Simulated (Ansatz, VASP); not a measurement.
## C: VASP beside Ansatz

```
C
1.0
     0.00000    1.78632    1.78632
     1.78632    0.00000    1.78632
     1.78632    1.78632    0.00000
C
2
Direct
  0.87500 0.87500 0.87500
  0.12500 0.12500 0.12500
```

Alike in both runs: task single point; functional PBEsol; k mesh 10 × 10 × 10; occupations fermi-dirac, width 0.0272 eV; no spin polarisation.

|  | VASP | Ansatz |
| --- | --- | --- |
| version | VASP 6.6.1 | Ansatz 0.2.0 |
| potentials or method | VASP PAW PBE potentials, release 64 (C) | PAW with Ansatz's default frozen-core files, scalar-relativistic |
| plane-wave cutoff (eV) | 600 | 420 |
| valence electrons in the cell | 8 | 8 |

VASP gave:

* gap on the k mesh at the Fermi level (eV): 4.03
* pressure (GPa): -6.5

Q: What did Ansatz give for the same quantities?

A: gap on the k mesh at the Fermi level (eV): 4.03; pressure (GPa): -6.9.

VASP's potentials were made for PBE, not for PBEsol. The functional is the same, so the differences come from potentials, cutoffs and numerics.
